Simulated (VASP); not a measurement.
# Sc4Zn (Im-3m) in VASP: a series of runs

Runs on Sc4Zn. Level: PBE. Tasks: single point, relaxation of cell and atoms.

Program: VASP 6.6.1. These are calculated values, not measurements. Logs are shortened: lines on timing, memory, paths and dates and some standing lists are left out, and cuts for length are marked.

**1. The cell of the first run**

The structure is cubic, space group Im-3m (No. 229). Conventional cell: a = 6.341 Å, b = 6.341 Å, c = 6.341 Å, α = 90.00°, β = 90.00°, γ = 90.00°. Within 3.6 Å of Sc (site symmetry -3m) lie 2 Zn at 2.75 Å and 6 Sc at 3.17 Å. Zn (site symmetry m-3m) has 8 Sc at 2.75 Å within 3.6 Å.

**2. Single point, PBE**

Contents of INCAR:

```
SYSTEM = Sc4Zn
ALGO = Fast
EDIFF = 1E-6
ENCUT = 520
GGA = PE
ISIF = 2
ISMEAR = 0
LASPH = .True.
LCHARG = .True.
LELF = .True.
LREAL = .False.
LVHAR = .True.
LWAVE = .False.
NBANDS = 36
NELM = 100
PREC = Accurate
SIGMA = 0.1
```

Contents of KPOINTS:

```
k-points
0
Gamma
  4 4 4
  0 0 0
```

Contents of POSCAR:

```
Sc4Zn
1.0
   -3.1707146775      3.1707146775      3.1707146775
    3.1707146775     -3.1707146775      3.1707146775
    3.1707146775      3.1707146775     -3.1707146775
Sc Zn
4 1
Direct
    0.0000000000      0.0000000000      0.5000000000
    0.0000000000      0.5000000000      0.0000000000
    0.5000000000      0.0000000000      0.0000000000
    0.5000000000      0.5000000000      0.5000000000
    0.0000000000      0.0000000000      0.0000000000
```

Potentials or basis: VASP PAW PBE potentials, release 64 (Sc_sv, Zn).

The run is started by

```
$ cat potpaw_PBE.64/Sc_sv/POTCAR potpaw_PBE.64/Zn/POTCAR > POTCAR
$ mpirun -np 1 vasp_std > vasp.out
```

OUTCAR:

```text
SYSTEM = Sc4Zn
   EDIFF = 1E-6
   ENCUT = 520
   GGA = PE
   ISIF = 2
   ISMEAR = 0
   LASPH = .True.
   LREAL = .False.
   NELM = 100
   PREC = Accurate

 ion  position               nearest neighbor table
   1  0.000  0.000  0.500-   5 2.75   5 2.75   4 3.17   2 3.17   3 3.17   2 3.17   3 3.17   4 3.17

   2  0.000  0.500  0.000-   5 2.75   5 2.75   4 3.17   1 3.17   3 3.17   1 3.17   4 3.17   3 3.17

   3  0.500  0.000  0.000-   5 2.75   5 2.75   4 3.17   1 3.17   4 3.17   2 3.17   1 3.17   2 3.17

   4  0.500  0.500  0.500-   5 2.75   5 2.75   3 3.17   1 3.17   3 3.17   2 3.17   1 3.17   2 3.17

   5  0.000  0.000  0.000-   1 2.75   2 2.75   3 2.75   4 2.75   1 2.75   2 2.75   3 2.75   4 2.75

  LATTYP: Found a body centered cubic cell.
 ALAT       =     6.3414293550

  Lattice vectors:

 A1 = (  -3.1707146775,   3.1707146775,   3.1707146775)
 A2 = (   3.1707146775,  -3.1707146775,   3.1707146775)
 A3 = (   3.1707146775,   3.1707146775,  -3.1707146775)

Analysis of symmetry for initial positions (statically):
=====================================================================
 Subroutine PRICEL returns:
 Original cell was already a primitive cell.

 Routine SETGRP: Setting up the symmetry group for a
 body centered cubic supercell.

 Subroutine GETGRP returns: Found 48 space group operations
 (whereof 48 operations were pure point group operations)
 out of a pool of 48 trial point group operations.

The static configuration has the point symmetry O_h .

Analysis of symmetry for dynamics (positions and initial velocities):
=====================================================================
 Subroutine PRICEL returns:
 Original cell was already a primitive cell.

 Routine SETGRP: Setting up the symmetry group for a
 body centered cubic supercell.

 Subroutine GETGRP returns: Found 48 space group operations
 (whereof 48 operations were pure point group operations)
 out of a pool of 48 trial point group operations.

The dynamic configuration has the point symmetry O_h .

 Subroutine INISYM returns: Found 48 space group operations
 (whereof 48 operations are pure point group operations),
 and found     1 'primitive' translations

----------------------------------------------------------------------------------------

                                     Primitive cell

  volume of cell :     127.5063

  direct lattice vectors                    reciprocal lattice vectors
    -3.170714677  3.170714677  3.170714677     0.000000000  0.157693155  0.157693155
     3.170714677 -3.170714677  3.170714677     0.157693155  0.000000000  0.157693155
     3.170714677  3.170714677 -3.170714677     0.157693155  0.157693155  0.000000000

  length of vectors
     5.491838918  5.491838918  5.491838918     0.223011798  0.223011798  0.223011798

  position of ions in fractional coordinates (direct lattice)
     0.000000000  0.000000000  0.500000000
     0.000000000  0.500000000  0.000000000
     0.500000000  0.000000000  0.000000000
     0.500000000  0.500000000  0.500000000
     0.000000000  0.000000000  0.000000000

  ion indices of the primitive-cell ions
   primitive index   ion index
                 1           1
                 2           2
                 3           3
                 4           4
                 5           5

----------------------------------------------------------------------------------------

 KPOINTS: k-points

Automatic generation of k-mesh.
 Grid dimensions read from file:
 generate k-points for:    4    4    4

 Generating k-lattice:

  Cartesian coordinates                     Fractional coordinates (reciprocal lattice)
     0.000000000  0.039423289  0.039423289     0.250000000  0.000000000  0.000000000
     0.039423289  0.000000000  0.039423289     0.000000000  0.250000000  0.000000000
     0.039423289  0.039423289  0.000000000     0.000000000  0.000000000  0.250000000

  Length of vectors
     0.055752950  0.055752950  0.055752950

  Shift w.r.t. Gamma in fractional coordinates (k-lattice)
     0.000000000  0.000000000  0.000000000

 Subroutine IBZKPT returns following result:
 ===========================================

 Found      8 irreducible k-points:

 Following reciprocal coordinates:
            Coordinates               Weight
  0.000000  0.000000  0.000000      1.000000
  0.250000  0.000000  0.000000     12.000000
  0.500000  0.000000  0.000000      6.000000
  0.250000  0.250000  0.000000     24.000000
  0.250000  0.250000  0.250000      2.000000
 -0.250000  0.250000  0.250000      6.000000
  0.500000  0.500000  0.250000     12.000000
  0.500000  0.500000  0.500000      1.000000
   k-points           NKPTS =      8   k-points in BZ     NKDIM =      8   number of bands    NBANDS=     36
   number of dos      NEDOS =    301   number of ions     NIONS =      5
   total plane-waves  NPLWV =  74088
   dimension x,y,z NGX =    42 NGY =   42 NGZ =   42
   dimension x,y,z NGXF=    84 NGYF=   84 NGZF=   84
   ions per type =               4   1
   NGX,Y,Z   is equivalent  to a cutoff of  12.71, 12.71, 12.71 a.u.
   NGXF,Y,Z  is equivalent  to a cutoff of  25.43, 25.43, 25.43 a.u.
 SYSTEM =  Sc4Zn
   PREC   = accura    normal or accurate (medium, high low for compatibility)
   ISTART =      0    job   : 0-new  1-cont  2-samecut
   ICHARG =      2    charge: 1-file 2-atom 10-const
   ISPIN  =      1    spin polarized calculation?
   LNONCOLLINEAR =      F non collinear calculations
   LSORBIT =      F    spin-orbit coupling
   LASPH  =      T    aspherical Exc in radial PAW
   ENCUT  =  520.0 eV  38.22 Ry    6.18 a.u.  10.21 10.21 10.21*2*pi/ulx,y,z
   NELM   =    100;   NELMIN=  2; NELMDL= -5     # of ELM steps
   EDIFF  = 0.1E-05   stopping-criterion for ELM
   LREAL  =      F    real-space projection
[... 7 lines left out ...]
   TEBEG  =    0.0;   TEEND  =   0.0 temperature during run
   PSTRESS=    0.0 pullay stress
   NELECT =      56.0000    total number of electrons
   NUPDOWN=      -1.0000    fix difference up-down
   EMIN   =  10.00;   EMAX   =-10.00  energy-range for DOS
   EFERMI =   0.00;   METHOD = LEGACY
   ISMEAR =     0;   SIGMA  =   0.10  broadening in eV -4-tet -1-fermi 0-gaus
   EFERMI_NEDOS =   21; number of points for ismear=-14 and -15
   IALGO  =     68    algorithm
   IMIX   =      4    mixing-type and parameters
     AMIX     =   0.40;   BMIX     =  1.00
     AMIX_MAG =   1.60;   BMIX_MAG =  1.00
  volume/ion in A,a.u.               =      25.50       172.09
  Fermi-wavevector in a.u.,A,eV,Ry     =   1.244401  2.351577 21.069082  1.548534
  Thomas-Fermi vector in A             =   2.378669
   LORBIT       =      0    0 simple, 1 ext, 2 COOP (PROOUT), +10 PAW based schemes
   GGA     = PE    functional components
   LHFCALC =     F    Hartree Fock is set to
   AEXX    =    0.0000 exact exchange contribution
   IVDW    =     0    specifies the selected vdW correction
   LEPSILON=     F    determine dielectric tensor
   LRPA    =     F    only Hartree local field effects (RPA)
 non-spin polarized calculation
 RMM-DIIS sequential band-by-band and
 Gauss-broadening in eV      SIGMA  =   0.10
  energy-cutoff  :      520.00
  volume of cell :      127.51
 maximum number of plane-waves:      3468
 NGX is ok and might be reduce to    42
   NGX = 21   NGY = 21   NGZ = 21

 number of electron      55.9999997 magnetization

 Free energy of the ion-electron system (eV)
  ---------------------------------------------------
  ext. energy  EPLUGINS =         0.00000000
  ---------------------------------------------------
  free energy    TOTEN  =       -24.16007859 eV

  energy without entropy =      -24.10058485  energy(sigma->0) =      -24.13033172

 E-fermi :   2.9470     XC(G=0):  -9.5231

 val. band max:        2.9449335609   @ k =  -0.2500   0.2500   0.2500
 cond. band min:       2.9654471798   @ k =   0.2500   0.2500   0.0000
 fundamental gap:      0.0205136189
 Fermi energy:         2.9469588972

 k-point     1 :       0.0000    0.0000    0.0000
  band No.  band energies     occupation
      1     -46.9032      2.00000
      2     -46.8468      2.00000
      3     -46.8468      2.00000
      4     -46.8468      2.00000
      5     -25.6674      2.00000
      6     -25.6674      2.00000
[... 28 lines left out ...]
     35       5.6774      0.00000
     36       5.7902      0.00000

 k-point     2 :       0.2500    0.0000    0.0000
  band No.  band energies     occupation
      1     -46.8949      2.00000
      2     -46.8550      2.00000
      3     -46.8469      2.00000
      4     -46.8469      2.00000
      5     -25.6566      2.00000
      6     -25.6557      2.00000
[... 28 lines left out ...]
     35       4.5061      0.00000
     36       4.7215      0.00000

 k-point     3 :       0.5000    0.0000    0.0000
  band No.  band energies     occupation
      1     -46.8749      2.00000
      2     -46.8748      2.00000
      3     -46.8470      2.00000
      4     -46.8470      2.00000
      5     -25.6504      2.00000
      6     -25.6494      2.00000
[... 28 lines left out ...]
     35       4.4757      0.00000
     36       4.6809      0.00000

 k-point     4 :       0.2500    0.2500    0.0000
  band No.  band energies     occupation
      1     -46.8807      2.00000
      2     -46.8608      2.00000
      3     -46.8608      2.00000
      4     -46.8414      2.00000
      5     -25.6419      2.00000
      6     -25.6055      2.00000
[... 28 lines left out ...]
     35       4.5039      0.00000
     36       4.7209      0.00000

 k-point     5 :       0.2500    0.2500    0.2500
  band No.  band energies     occupation
      1     -46.8610      2.00000
      2     -46.8609      2.00000
      3     -46.8609      2.00000
      4     -46.8609      2.00000
      5     -25.5433      2.00000
      6     -25.5433      2.00000
[... 28 lines left out ...]
     35       4.6942      0.00000
     36       4.7543      0.00000

 k-point     6 :      -0.2500    0.2500    0.2500
  band No.  band energies     occupation
      1     -46.8889      2.00000
      2     -46.8607      2.00000
      3     -46.8607      2.00000
      4     -46.8333      2.00000
      5     -25.6852      2.00000
      6     -25.6434      2.00000
[... 28 lines left out ...]
     35       4.5488      0.00000
     36       4.9883      0.00000

 k-point     7 :       0.5000    0.5000    0.2500
  band No.  band energies     occupation
      1     -46.8747      2.00000
      2     -46.8746      2.00000
      3     -46.8664      2.00000
      4     -46.8277      2.00000
      5     -25.6839      2.00000
      6     -25.6585      2.00000
[... 28 lines left out ...]
     35       4.7983      0.00000
     36       4.8700      0.00000

 k-point     8 :       0.5000    0.5000    0.5000
  band No.  band energies     occupation
      1     -46.8745      2.00000
      2     -46.8745      2.00000
      3     -46.8745      2.00000
      4     -46.8198      2.00000
      5     -25.7029      2.00000
      6     -25.7029      2.00000
[... 28 lines left out ...]
     35       4.6868      0.00000
     36       4.8365      0.00000

------------------------ aborting loop because EDIFF is reached ----------------------------------------

  FORCE on cell =-STRESS in cart. coord.  units (eV):
  Direction    XX          YY          ZZ          XY          YZ          ZX
  --------------------------------------------------------------------------------------
  -------------------------------------------------------------------------------------
  Total        0.1122091      0.1122091      0.1122091      0.0000000     -0.0000000      0.0000000
  in kB        1.4099615      1.4099615      1.4099615      0.0000000     -0.0000000      0.0000000
  external PRESSURE =       1.4099615 kB  Pullay stress =       0.0000000 kB

 VOLUME and BASIS-vectors are now :
 -----------------------------------------------------------------------------
  energy-cutoff  :      520.00
  volume of cell :      127.51
      direct lattice vectors                 reciprocal lattice vectors
    -3.170714677  3.170714677  3.170714677     0.000000000  0.157693155  0.157693155
     3.170714677 -3.170714677  3.170714677     0.157693155  0.000000000  0.157693155
     3.170714677  3.170714677 -3.170714677     0.157693155  0.157693155  0.000000000

 POSITION                                       TOTAL-FORCE (eV/Angst)
 -----------------------------------------------------------------------------------
      1.58536      1.58536     -1.58536        -0.000000      0.000000      0.000000
      1.58536     -1.58536      1.58536         0.000000      0.000000      0.000000
     -1.58536      1.58536      1.58536         0.000000      0.000000     -0.000000
      1.58536      1.58536      1.58536        -0.000000     -0.000000      0.000000
      0.00000      0.00000      0.00000         0.000000      0.000000     -0.000000
 -----------------------------------------------------------------------------------
    total drift:                               -0.000000     -0.000000      0.000000

  FREE ENERGIE OF THE ION-ELECTRON SYSTEM (eV)
  ---------------------------------------------------
  free  energy   TOTEN  =       -24.1600785862 eV

  energy  without entropy=      -24.1005848496  energy(sigma->0) =      -24.13033172
```

Run time: 52 s. Hardware: 1 thread of Intel Xeon Platinum 8488C (Sapphire Rapids), shared host; peak memory 0.26 GiB.

What came out:

```yaml
Free_energy: -24.1601 eV
Pressure: 0.1 GPa
Band_gap_on_the_k_mesh: zero (band 28 reaches 3.15 eV, above the bottom of band 29 at 2.46 eV)
```

Levels at points of the mesh, in eV from the Fermi level:
| k point | band 26 | band 27 | band 28 | band 29 | band 30 | band 31 |
| --- | --- | --- | --- | --- | --- | --- |
| (0.00, 0.00, 0.00) | -0.20 | -0.20 | 0.20 | 0.20 | 0.20 | 0.88 |
| (0.50, 0.00, 0.00) | -1.07 | -0.26 | 0.12 | 0.28 | 0.33 | 0.33 |
| (0.50, 0.50, 0.50) | -0.54 | -0.54 | -0.48 | -0.48 | -0.48 | 0.22 |

**3. Relaxation of cell and atoms, PBE**

This run uses another cell than the first one, of 18.08 Å³/atom, 0.709 times its volume.

Contents of INCAR:

```
SYSTEM = Sc4Zn
PREC = Accurate ; ENCUT = 600
EDIFF = 1E-6 ; ISMEAR = 0
SIGMA = 0.1 ; LREAL = .False.
LASPH = .True. ; NELM = 100
ALGO = Normal ; ISIF = 3
LWAVE = .False. ; LCHARG = .False.
GGA = PE ; IBRION = 2
NSW = 90 ; EDIFFG = -0.04
```

Contents of KPOINTS:

```
Automatic mesh
0
Gamma
  4 4 4
  0 0 0
```

Changes to POSCAR since step 2:

```diff
@@ -2,5 +2,5 @@
 1.0
-   -3.1707146775      3.1707146775      3.1707146775
-    3.1707146775     -3.1707146775      3.1707146775
-    3.1707146775      3.1707146775     -3.1707146775
+   -2.8270366700      2.8270366700      2.8270366700
+    2.8270366700     -2.8270366700      2.8270366700
+    2.8270366700      2.8270366700     -2.8270366700
 Sc Zn
```

Potentials or basis: VASP PAW PBE potentials, release 64 (Sc_sv, Zn).

The run is started by

```
$ cat potpaw_PBE.64/Sc_sv/POTCAR potpaw_PBE.64/Zn/POTCAR > POTCAR
$ mpirun -np 1 vasp_std > vasp.out
```

Wall time 82 s (1 thread of Intel Xeon Platinum 8488C (Sapphire Rapids), shared host); peak memory 0.25 GiB.

The run converged. Its results:

* Free energy: -24.1488 eV
* Relaxed volume: 25.59 Å³/atom
* Relaxed cell: a = 5.498 Å, b = 5.498 Å, c = 5.498 Å, α = 109.47°, β = 109.47°, γ = 109.47°
* Space group after relaxing (to 0.05 Å): Im-3m (No. 229)
* Energy gained by relaxing: 566.8 meV/atom
* Ionic steps: 4
* Pressure after relaxing: -0.1 GPa
* Band gap on the k mesh: zero (band 28 reaches 3.12 eV, above the bottom of band 29 at 2.45 eV)

Step by step:
```tsv
step	energy change (eV)	largest force (eV/Å)	pressure (GPa)	volume (Å³)
1	0.0000	0.0000	31.83	90.38
2	-2.5201	0.0000	-4.98	145.95
3	-2.8333	0.0000	0.32	126.97
4	-2.8342	0.0000	-0.07	127.94
```

Final structure:
```
Sc Zn
1.0
    -3.17433    3.17433    3.17433
     3.17433   -3.17433    3.17433
     3.17433    3.17433   -3.17433
Sc Zn
4 1
Direct
  0.00000 0.00000 0.50000
  0.00000 0.50000 0.00000
  0.50000 0.00000 0.00000
  0.50000 0.50000 0.50000
  0.00000 0.00000 0.00000
```

Levels at points of the mesh, in eV from the Fermi level:
```tsv
k point	band 24	band 25	band 26	band 27	band 28	band 29	band 30	band 31	band 32	band 33
(0.00, 0.00, 0.00)	-1.11	-1.11	-0.20	-0.20	0.20	0.20	0.20	0.88	0.88	0.88
(0.50, 0.00, 0.00)	-1.29	-1.12	-1.07	-0.25	0.12	0.27	0.33	0.33	0.72	0.80
(0.50, 0.50, 0.50)	-2.50	-2.50	-0.54	-0.54	-0.48	-0.48	-0.48	0.22	0.22	0.22
```

Caveat: the k points lie up to 0.35 Å⁻¹ apart in the final cell; the volume moved by over 15 % at a fixed basis, so the end points are rough.
